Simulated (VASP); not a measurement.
Here is a VASP 6.6.1 calculation.

The input POSCAR:

```
Sb
1.0
    2.1250856202      1.2269187549      3.7072099901
   -2.1250856202      1.2269187549      3.7072099901
    0.0000000000     -2.4538375098      3.7072099901
Sb
2
Direct
    0.7665100000      0.7665100000      0.7665100000
    0.2334900000      0.2334900000      0.2334900000
```

The input INCAR.step1:

```
SYSTEM = Sb
  ALGO = Normal
  EDIFF = 1E-5
  ENCUT = 550
  GGA = PE
  GGA_COMPAT = .FALSE.
  ISMEAR = -1
  LASPH = .TRUE.
  LCHARG = .FALSE.
  LREAL = .FALSE.
  LWAVE = .TRUE.
  NBANDS = 22
  NELM = 120
  PREC = Accurate
  SIGMA = 0.05
```

File INCAR.step2:

```
SYSTEM = Sb
  ALGO = Normal
  EDIFF = 1E-6
  ENCUT = 550
  GGA_COMPAT = .FALSE.
  ISIF = 2
  ISMEAR = -1
  ISTART = 1
  LASPH = .TRUE.
  LCHARG = .FALSE.
  LMIXTAU = .TRUE.
  LREAL = .FALSE.
  LWAVE = .FALSE.
  METAGGA = R2SCAN
  NBANDS = 22
  NELM = 120
  PREC = Accurate
  SIGMA = 0.05
```

The input KPOINTS:

```
k-points
0
G
  8 8 8
  0 0 0
```

Potentials or basis: VASP PAW PBE potentials, release 64 (Sb_d_GW).

Run with:

```sh
$ cat potpaw_PBE.64/Sb_d_GW/POTCAR > POTCAR
$ cp INCAR.step1 INCAR
$ mpirun -np 1 vasp_std > vasp.out
$ cp INCAR.step2 INCAR
$ mpirun -np 1 vasp_std > vasp.out
```

Task: What does it give for the pressure?

Result: 4.4 GPa.

Task: Estimate the band gap on the k mesh.

Result: Zero (bands 15 and 16 overlap by 0.23 eV).

Stress tensor (GPa, compression positive):
```
4.68 0.00 0.00
0.00 4.68 0.00
0.00 0.00 3.89
```

Caveat: the cell stands under pressure; the PAW data sets were made with another functional, which shifts forces and pressure a little; spin-orbit coupling is left out, which moves the levels of the heavy elements.
